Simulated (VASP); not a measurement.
Input of a VASP 6.6.1 run:

File INCAR:

```
PREC     = Accurate       # precision mode
ENCUT    = 520            # plane-wave cutoff, eV
EDIFF    = 1E-7           # SCF threshold, eV
ISMEAR   = 0              # smearing method
SIGMA    = 0.1            # smearing width, eV
LREAL    = False          # projectors in reciprocal space
LASPH    = True           # aspherical terms in the spheres
NELM     = 60             # most SCF steps
ALGO     = Normal         # electronic algorithm
ISIF     = 2              # what is computed and relaxed
LWAVE    = False          # write WAVECAR
LCHARG   = False          # write CHGCAR
GGA      = PE             # functional
NBANDS   = 39             # bands
```

File KPOINTS:

```
Automatic mesh
0
Gamma
  6 6 6
```

The input POSCAR:

```
TiOsC4N4
1.0
    5.8169097656      0.0000000000      0.0000000000
    0.0000000000      5.8169097656      0.0000000000
    0.0000000000      0.0000000000      5.8169097656
Ti Os C N
1 1 4 4
Direct
    0.5000000000      0.5000000000      0.5000000000
    0.0000000000      0.0000000000      0.0000000000
    0.1894679028      0.1894679028      0.1894679028
    0.1894679028      0.8105320972      0.8105320972
    0.8105320972      0.1894679028      0.8105320972
    0.8105320972      0.8105320972      0.1894679028
    0.3091043692      0.3091043692      0.3091043692
    0.3091043692      0.6908956308      0.6908956308
    0.6908956308      0.3091043692      0.6908956308
    0.6908956308      0.6908956308      0.3091043692
```

Potentials or basis: VASP PAW PBE potentials, release 64 (Ti_sv, Os, C, N).

Launch:

```bash
$ cat potpaw_PBE.64/Ti_sv/POTCAR potpaw_PBE.64/Os/POTCAR potpaw_PBE.64/C/POTCAR potpaw_PBE.64/N/POTCAR > POTCAR
$ mpirun -np 1 vasp_std > vasp.out
```

**Question.** Estimate the pressure.

**Answer.** 0.5 GPa.

**Question.** What does it give for the band gap on the k mesh?

**Answer.** Zero (bands 28 and 29 overlap by 0.44 eV).

**Question.** Estimate the largest force.

**Answer.** 0.201 eV/Å.

Forces on the atoms (eV/Å):
```
Ti   0.000  0.000  0.000
Os   0.000  0.000  0.000
C   -0.041 -0.041 -0.041
C   -0.041  0.041  0.041
C    0.041 -0.041  0.041
C    0.041  0.041 -0.041
N    0.116  0.116  0.116
N    0.116 -0.116 -0.116
N   -0.116  0.116 -0.116
N   -0.116 -0.116  0.116
```

Caveat: spin-orbit coupling is left out, which moves the levels of the heavy elements.
